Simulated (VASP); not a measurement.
# Ti (I4/mmm) in VASP: a series of runs

The runs below take Ti through single point, with PBE.

Program: VASP 6.6.1. These are calculated values, not measurements. Logs are shortened: lines on timing, memory, paths and dates and some standing lists are left out, and cuts for length are marked.

### Step 1. The cell of the first run

Symmetry: I4/mmm, No. 139, tetragonal system. Conventional cell: a = 3.306 Å, b = 3.306 Å, c = 3.434 Å, α = 90.00°, β = 90.00°, γ = 90.00°. Ti (site symmetry 4/mmm) has 14 Ti at 2.90 to 3.43 Å within 3.8 Å.

### Step 2. Single point, PBE (18.77 Å³/atom)

Input file INCAR:

```
ALGO = Fast
EDIFF = 1E-7
ENCUT = 520
GGA = PE
ISIF = 2
ISMEAR = 0
LASPH = T
LCHARG = F
LREAL = F
LWAVE = F
NBANDS = 12
NELM = 80
PREC = Accurate
SIGMA = 0.15
```

Input file KPOINTS:

```
k-points
0
Gamma
  20 20 20
```

Input file POSCAR:

```
Ti
1.0
    0.0000000000      2.3380073394      1.7167987893
    2.3380073394      0.0000000000      1.7167987893
    2.3380073394      2.3380073394      0.0000000000
Ti
1
Direct
    0.0000000000      0.0000000000      0.0000000000
```

Potentials or basis: VASP PAW PBE potentials, release 64 (Ti_sv).

Run with:

```console
> cat potpaw_PBE.64/Ti_sv/POTCAR > POTCAR
> mpirun -np 1 vasp_std > vasp.out
```

OUTCAR:

```text
EDIFF = 1E-7
   ENCUT = 520
   GGA = PE
   ISIF = 2
   ISMEAR = 0
   LASPH = T
   LREAL = F
   NELM = 80
   PREC = Accurate

 ion  position               nearest neighbor table
   1  0.000  0.000  0.000-

  LATTYP: Found a body centered tetragonal cell.
 ALAT       =     3.3064416883
 C/A-ratio  =     1.0384570188

  Lattice vectors:

 A1 = (   0.0000000000,  -2.3380073394,  -1.7167987893)
 A2 = (   0.0000000000,   2.3380073394,  -1.7167987893)
 A3 = (   2.3380073394,   0.0000000000,   1.7167987893)

Analysis of symmetry for initial positions (statically):
=====================================================================
 Subroutine PRICEL returns:
 Original cell was already a primitive cell.

 Routine SETGRP: Setting up the symmetry group for a
 body centered tetragonal supercell.

 Subroutine GETGRP returns: Found 16 space group operations
 (whereof 16 operations were pure point group operations)
 out of a pool of 16 trial point group operations.

The static configuration has the point symmetry D_4h.

Analysis of symmetry for dynamics (positions and initial velocities):
=====================================================================
 Subroutine PRICEL returns:
 Original cell was already a primitive cell.

 Routine SETGRP: Setting up the symmetry group for a
 body centered tetragonal supercell.

 Subroutine GETGRP returns: Found 16 space group operations
 (whereof 16 operations were pure point group operations)
 out of a pool of 16 trial point group operations.

The dynamic configuration has the point symmetry D_4h.

 Subroutine INISYM returns: Found 16 space group operations
 (whereof 16 operations are pure point group operations),
 and found     1 'primitive' translations

----------------------------------------------------------------------------------------

                                     Primitive cell

  volume of cell :      18.7690

  direct lattice vectors                    reciprocal lattice vectors
     0.000000000  2.338007339  1.716798789    -0.213857327  0.213857327  0.291239721
     2.338007339  0.000000000  1.716798789     0.213857327 -0.213857327  0.291239721
     2.338007339  2.338007339  0.000000000     0.213857327  0.213857327 -0.291239721

  length of vectors
     2.900633793  2.900633793  3.306441688     0.419869608  0.419869608  0.419869608

  position of ions in fractional coordinates (direct lattice)
     0.000000000  0.000000000  0.000000000

  ion indices of the primitive-cell ions
   primitive index   ion index
                 1           1

----------------------------------------------------------------------------------------

 KPOINTS: k-points

Automatic generation of k-mesh.
 Grid dimensions read from file:
 generate k-points for:   20   20   20

 Generating k-lattice:

  Cartesian coordinates                     Fractional coordinates (reciprocal lattice)
    -0.010692866  0.010692866  0.014561986     0.050000000  0.000000000  0.000000000
     0.010692866 -0.010692866  0.014561986     0.000000000  0.050000000  0.000000000
     0.010692866  0.010692866 -0.014561986    -0.000000000 -0.000000000  0.050000000

  Length of vectors
     0.020993480  0.020993480  0.020993480

  Shift w.r.t. Gamma in fractional coordinates (k-lattice)
     0.000000000  0.000000000  0.000000000

 Subroutine IBZKPT returns following result:
 ===========================================

 Found    641 irreducible k-points:

 Following reciprocal coordinates:
            Coordinates               Weight
  0.000000  0.000000  0.000000      1.000000
  0.050000  0.000000  0.000000      8.000000
  0.100000  0.000000  0.000000      8.000000
  0.150000  0.000000  0.000000      8.000000
  0.200000  0.000000  0.000000      8.000000
  0.250000 -0.000000  0.000000      8.000000
[... 16 lines left out ...]
 -0.400000  0.050000  0.000000      8.000000
 -0.350000  0.050000  0.000000      8.000000
 [... further k-points ...]
   k-points           NKPTS =    641   k-points in BZ     NKDIM =    641   number of bands    NBANDS=     12
   number of dos      NEDOS =    301   number of ions     NIONS =      1
   total plane-waves  NPLWV =  16128
   dimension x,y,z NGX =    24 NGY =   24 NGZ =   28
   dimension x,y,z NGXF=    48 NGYF=   48 NGZF=   56
   ions per type =               1
   NGX,Y,Z   is equivalent  to a cutoff of  13.76, 13.76, 14.08 a.u.
   NGXF,Y,Z  is equivalent  to a cutoff of  27.51, 27.51, 28.16 a.u.
 SYSTEM =  unknown system
   PREC   = accura    normal or accurate (medium, high low for compatibility)
   ISTART =      0    job   : 0-new  1-cont  2-samecut
   ICHARG =      2    charge: 1-file 2-atom 10-const
   ISPIN  =      1    spin polarized calculation?
   LNONCOLLINEAR =      F non collinear calculations
   LSORBIT =      F    spin-orbit coupling
   LASPH  =      T    aspherical Exc in radial PAW
   ENCUT  =  520.0 eV  38.22 Ry    6.18 a.u.   5.39  5.39  6.15*2*pi/ulx,y,z
   NELM   =     80;   NELMIN=  2; NELMDL= -5     # of ELM steps
   EDIFF  = 0.1E-06   stopping-criterion for ELM
   LREAL  =      F    real-space projection
   EDIFFG = 0.1E-05   stopping-criterion for IOM
   NSW    =      0    number of steps for IOM
   IBRION =     -1    ionic relax: 0-MD 1-quasi-New 2-CG
   NFREE  =      0    steps in history (QN), initial steepest desc. (CG)
   ISIF   =      2    stress and relaxation
   ISYM   =      2    0-nonsym 1-usesym 2-fastsym
   POTIM  = 0.5000    time-step for ionic-motion
   TEBEG  =    0.0;   TEEND  =   0.0 temperature during run
   PSTRESS=    0.0 pullay stress
   NELECT =      12.0000    total number of electrons
   NUPDOWN=      -1.0000    fix difference up-down
   EMIN   =  10.00;   EMAX   =-10.00  energy-range for DOS
   EFERMI =   0.00;   METHOD = LEGACY
   ISMEAR =     0;   SIGMA  =   0.15  broadening in eV -4-tet -1-fermi 0-gaus
   EFERMI_NEDOS =   21; number of points for ismear=-14 and -15
   IALGO  =     68    algorithm
   IMIX   =      4    mixing-type and parameters
     AMIX     =   0.40;   BMIX     =  1.00
     AMIX_MAG =   1.60;   BMIX_MAG =  1.00
  volume/ion in A,a.u.               =      18.77       126.66
  Fermi-wavevector in a.u.,A,eV,Ry     =   1.410333  2.665142 27.062504  1.989038
  Thomas-Fermi vector in A             =   2.532297
   LORBIT       =      0    0 simple, 1 ext, 2 COOP (PROOUT), +10 PAW based schemes
   GGA     = PE    functional components
   LHFCALC =     F    Hartree Fock is set to
   AEXX    =    0.0000 exact exchange contribution
   IVDW    =     0    specifies the selected vdW correction
   LEPSILON=     F    determine dielectric tensor
   LRPA    =     F    only Hartree local field effects (RPA)
 non-spin polarized calculation
 RMM-DIIS sequential band-by-band and
 Gauss-broadening in eV      SIGMA  =   0.15
  energy-cutoff  :      520.00
  volume of cell :       18.77
 maximum number of plane-waves:       523
 NGX is ok and might be reduce to    24
   NGX = 11   NGY = 11   NGZ = 13

 number of electron      12.0000001 magnetization

 Free energy of the ion-electron system (eV)
  ---------------------------------------------------
  ext. energy  EPLUGINS =         0.00000000
  ---------------------------------------------------
  free energy    TOTEN  =        -7.69935068 eV

  energy without entropy =       -7.66973997  energy(sigma->0) =       -7.68454533

 E-fermi :   7.3111     XC(G=0): -11.1349

 val. band max:        7.3096088776   @ k =  -0.3500   0.1000   0.2500
 cond. band min:       7.3113048417   @ k =  -0.2000   0.0000   0.1500
 fundamental gap:      0.0016959641
 Fermi energy:         7.3110917752

 k-point     1 :       0.0000    0.0000    0.0000
  band No.  band energies     occupation
      1     -49.3862      2.00000
      2     -25.3230      2.00000
      3     -25.3230      2.00000
      4     -25.3192      2.00000
      5       1.5298      2.00000
      6       8.1473      0.00000
      7       8.1473      0.00000
      8       8.3830      0.00000
      9       9.6675      0.00000
     10       9.9398      0.00000
     11      23.7635      0.00000
     12      24.3833      0.00000

 k-point     2 :       0.0500    0.0000    0.0000
  band No.  band energies     occupation
      1     -49.3839      2.00000
      2     -25.3346      2.00000
      3     -25.3270      2.00000
      4     -25.3207      2.00000
      5       1.6088      2.00000
      6       8.1398      0.00000
      7       8.1535      0.00000
      8       8.3988      0.00000
      9       9.6387      0.00000
     10       9.9278      0.00000
     11      23.7012      0.00000
     12      24.2770      0.00000

 k-point     3 :       0.1000    0.0000    0.0000
  band No.  band energies     occupation
      1     -49.3772      2.00000
      2     -25.3726      2.00000
      3     -25.3386      2.00000
      4     -25.3208      2.00000
      5       1.8419      2.00000
      6       8.1070      0.00000
      7       8.1078      0.00000
      8       8.5123      0.00000
      9       9.5609      0.00000
     10       9.9070      0.00000
     11      23.3596      0.00000
     12      24.0324      0.00000

 k-point     4 :       0.1500    0.0000    0.0000
  band No.  band energies     occupation
      1     -49.3669      2.00000
      2     -25.4317      2.00000
      3     -25.3565      2.00000
      4     -25.3208      2.00000
      5       2.2169      2.00000
      6       7.9826      0.00000
      7       8.0235      0.00000
      8       8.7563      0.00000
      9       9.4759      0.00000
     10       9.8960      0.00000
     11      22.5667      0.00000
     12      23.6969      0.00000

 k-point     5 :       0.2000    0.0000    0.0000
  band No.  band energies     occupation
      1     -49.3538      2.00000
      2     -25.5056      2.00000
      3     -25.3790      2.00000
      4     -25.3206      2.00000
      5       2.7117      2.00000
      6       7.8145      0.00000
      7       7.8761      0.00000
      8       9.0983      0.00000
      9       9.4383      0.00000
     10       9.9004      0.00000
     11      21.4106      0.00000
     12      23.1618      0.00000
[... 228 lines left out ...]
      1     -49.2902      2.00000
      2     -25.8392      2.00000
      3     -25.4883      2.00000
      4     -25.3294      2.00000
      5       5.0919      2.00000
      6       7.1406      1.89207
      7       7.9800      0.00000
      8       9.5849      0.00000
      9      10.3152      0.00000
     10      11.1335      0.00000
     11      15.1575      0.00000
     12      20.4183      0.00000

 k-point    22 :      -0.4500    0.0500    0.0000
  band No.  band energies     occupation
      1     -49.2924      2.00000
      2     -25.8278      2.00000
      3     -25.4843      2.00000
      4     -25.3300      2.00000
      5       5.0452      2.00000
      6       7.1636      1.83577
      7       7.8742      0.00000
      8       9.5858      0.00000
      9      10.2851      0.00000
     10      11.0335      0.00000
     11      15.4398      0.00000
     12      20.5110      0.00000

 k-point    23 :      -0.4000    0.0500    0.0000
  band No.  band energies     occupation
      1     -49.2989      2.00000
      2     -25.7930      2.00000
      3     -25.4728      2.00000
      4     -25.3307      2.00000
      5       4.8655      2.00000
      6       7.2357      1.52272
      7       7.6565      0.00113
      8       9.5489      0.00000
      9      10.2150      0.00000
     10      10.7633      0.00000
     11      16.2413      0.00000
     12      20.7896      0.00000

 k-point    24 :      -0.3500    0.0500    0.0000
  band No.  band energies     occupation
      1     -49.3093      2.00000
      2     -25.7379      2.00000
      3     -25.4550      2.00000
      4     -25.3314      2.00000
      5       4.5016      2.00000
      6       7.3523      0.69754
      7       7.5203      0.04857
      8       9.4664      0.00000
      9      10.1515      0.00000
     10      10.3748      0.00000
     11      17.3777      0.00000
     12      21.2374      0.00000

 [... further k-points ...]

------------------------ aborting loop because EDIFF is reached ----------------------------------------

  FORCE on cell =-STRESS in cart. coord.  units (eV):
  Direction    XX          YY          ZZ          XY          YZ          ZX
  --------------------------------------------------------------------------------------
  -------------------------------------------------------------------------------------
  Total       -0.9526702     -0.9526702     -0.8424016      0.0000000     -0.0000000      0.0000000
  in kB      -81.3227487    -81.3227487    -71.9098922      0.0000000     -0.0000000      0.0000000
  external PRESSURE =     -78.1851299 kB  Pullay stress =       0.0000000 kB

 VOLUME and BASIS-vectors are now :
 -----------------------------------------------------------------------------
  energy-cutoff  :      520.00
  volume of cell :       18.77
      direct lattice vectors                 reciprocal lattice vectors
     0.000000000  2.338007339  1.716798789    -0.213857327  0.213857327  0.291239721
     2.338007339  0.000000000  1.716798789     0.213857327 -0.213857327  0.291239721
     2.338007339  2.338007339  0.000000000     0.213857327  0.213857327 -0.291239721

 POSITION                                       TOTAL-FORCE (eV/Angst)
 -----------------------------------------------------------------------------------
      0.00000      0.00000      0.00000         0.000000      0.000000     -0.000000
 -----------------------------------------------------------------------------------
    total drift:                               -0.000000     -0.000000     -0.000000

  FREE ENERGIE OF THE ION-ELECTRON SYSTEM (eV)
  ---------------------------------------------------
  free  energy   TOTEN  =        -7.6993506792 eV

  energy  without entropy=       -7.6697399746  energy(sigma->0) =       -7.68454533
```

Wall time 3.1 min (1 thread of AMD EPYC 9R45 (Zen 5), shared host); peak memory 0.23 GiB.

Results:

| Quantity | Value |
| --- | --- |
| Free energy | -7.6994 eV |
| Pressure | -7.8 GPa |
| Band gap on the k mesh | zero (bands 6 and 7 overlap by 1.47 eV) |

Levels at points of the mesh, in eV from the Fermi level:
```tsv
k point	band 2	band 3	band 4	band 5	band 6	band 7	band 8	band 9	band 10	band 11
(0.00, 0.00, 0.00)	-32.63	-32.63	-32.63	-5.78	0.84	0.84	1.07	2.36	2.63	16.45
(0.50, 0.00, 0.00)	-33.15	-32.79	-32.63	-2.28	-0.23	0.85	2.34	2.80	3.83	7.85
(0.50, 0.50, 0.00)	-33.02	-32.98	-32.98	-1.91	-1.82	3.50	3.56	3.56	7.10	8.12
(0.50, 0.00, 0.50)	-33.15	-32.81	-32.65	-2.27	-0.52	1.09	2.65	2.87	3.87	8.12
```

Caveat: the cell stands under tension.

### Step 3. Single point, PBE (18.77 Å³/atom)

Input file INCAR:

```
ALGO     = Fast           # electronic algorithm
EDIFF    = 1E-6           # SCF threshold, eV
ENCUT    = 520            # plane-wave cutoff, eV
GGA      = PE             # functional
ISIF     = 2              # what is computed and relaxed
ISMEAR   = 0              # smearing method
LASPH    = T              # aspherical terms in the spheres
LCHARG   = F              # write CHGCAR
LREAL    = F              # projectors in reciprocal space
LWAVE    = F              # write WAVECAR
NBANDS   = 12             # bands
NELM     = 80             # most SCF steps
PREC     = Accurate       # precision mode
SIGMA    = 0.15           # smearing width, eV
```

KPOINTS is that of step 2.

Input file POSCAR:

```
Ti
1.0
    0.0000000000      2.3990057537      1.6306042108
    2.3990057537      0.0000000000      1.6306042108
    2.3990057537      2.3990057537      0.0000000000
Ti
1
Direct
    0.0000000000      0.0000000000      0.0000000000
```

Potentials or basis: VASP PAW PBE potentials, release 64 (Ti_sv).

Run with:

```console
> cat potpaw_PBE.64/Ti_sv/POTCAR > POTCAR
> mpirun -np 1 vasp_std > vasp.out
```

OUTCAR:

```text
EDIFF = 1E-6
   ENCUT = 520
   GGA = PE
   ISIF = 2
   ISMEAR = 0
   LASPH = T
   LREAL = F
   NELM = 80
   PREC = Accurate

 ion  position               nearest neighbor table
   1  0.000  0.000  0.000-

  LATTYP: Found a body centered tetragonal cell.
 ALAT       =     3.3927064731
 C/A-ratio  =     0.9612409584

  Lattice vectors:

 A1 = (   0.0000000000,  -2.3990057537,  -1.6306042108)
 A2 = (   0.0000000000,   2.3990057537,  -1.6306042108)
 A3 = (   2.3990057537,   0.0000000000,   1.6306042108)

[... 539 lines left out ...]
     12      20.9835      0.00000

 [... further k-points ...]

------------------------ aborting loop because EDIFF is reached ----------------------------------------

  FORCE on cell =-STRESS in cart. coord.  units (eV):
  Direction    XX          YY          ZZ          XY          YZ          ZX
  --------------------------------------------------------------------------------------
  -------------------------------------------------------------------------------------
  Total       -0.8665543     -0.8665543     -1.0126521      0.0000000      0.0000000     -0.0000000
  in kB      -73.9716377    -73.9716377    -86.4429763      0.0000000      0.0000000     -0.0000000
  external PRESSURE =     -78.1287506 kB  Pullay stress =       0.0000000 kB

 VOLUME and BASIS-vectors are now :
 -----------------------------------------------------------------------------
  energy-cutoff  :      520.00
  volume of cell :       18.77
      direct lattice vectors                 reciprocal lattice vectors
     0.000000000  2.399005754  1.630604211    -0.208419675  0.208419675  0.306634802
     2.399005754  0.000000000  1.630604211     0.208419675 -0.208419675  0.306634802
     2.399005754  2.399005754  0.000000000     0.208419675  0.208419675 -0.306634802

 POSITION                                       TOTAL-FORCE (eV/Angst)
 -----------------------------------------------------------------------------------
      0.00000      0.00000      0.00000        -0.000000      0.000000     -0.000000
 -----------------------------------------------------------------------------------
    total drift:                               -0.000000     -0.000000     -0.000000

  FREE ENERGIE OF THE ION-ELECTRON SYSTEM (eV)
  ---------------------------------------------------
  free  energy   TOTEN  =        -7.6997749306 eV

  energy  without entropy=       -7.6701811638  energy(sigma->0) =       -7.68497805
```

stdout:

```text
POSCAR found type information on POSCAR Ti
 POSCAR found :  1 types and       1 ions
 scaLAPACK will be used
 LDA part: xc-table for (Slater+PW92), standard interpolation
 POSCAR, INCAR and KPOINTS ok, starting setup
 FFT: planning ... GRIDC
 FFT: planning ... GRID_SOFT
 FFT: planning ... GRID
 WAVECAR not read
 entering main loop
WARNING in EDDRMM: call to ZHEGV failed, returncode =   8  4      5
WARNING in EDDRMM: call to ZHEGV failed, returncode =   6  3      7
WARNING in EDDRMM: call to ZHEGV failed, returncode =   8  4     10
WARNING in EDDRMM: call to ZHEGV failed, returncode =   6  3      9
WARNING in EDDRMM: call to ZHEGV failed, returncode =   6  3      9
WARNING in EDDRMM: call to ZHEGV failed, returncode =   6  3      8
WARNING in EDDRMM: call to ZHEGV failed, returncode =   6  3      7
WARNING in EDDRMM: call to ZHEGV failed, returncode =   6  3      7
WARNING in EDDRMM: call to ZHEGV failed, returncode =   8  4      7
WARNING in EDDRMM: call to ZHEGV failed, returncode =   6  3      5
WARNING in EDDRMM: call to ZHEGV failed, returncode =   6  3      7
WARNING in EDDRMM: call to ZHEGV failed, returncode =   8  4      5
WARNING in EDDRMM: call to ZHEGV failed, returncode =   6  3      9
WARNING in EDDRMM: call to ZHEGV failed, returncode =   8  4      7
```

Wall time 2.5 min (1 thread of AMD EPYC 9R45 (Zen 5), shared host); peak memory 0.23 GiB.

Results:

| Item | Value |
| --- | --- |
| Free energy | -7.6998 eV |
| Pressure | -7.8 GPa |
| Band gap on the k mesh | zero (bands 6 and 7 overlap by 1.49 eV) |

Caveat: the cell stands under tension.
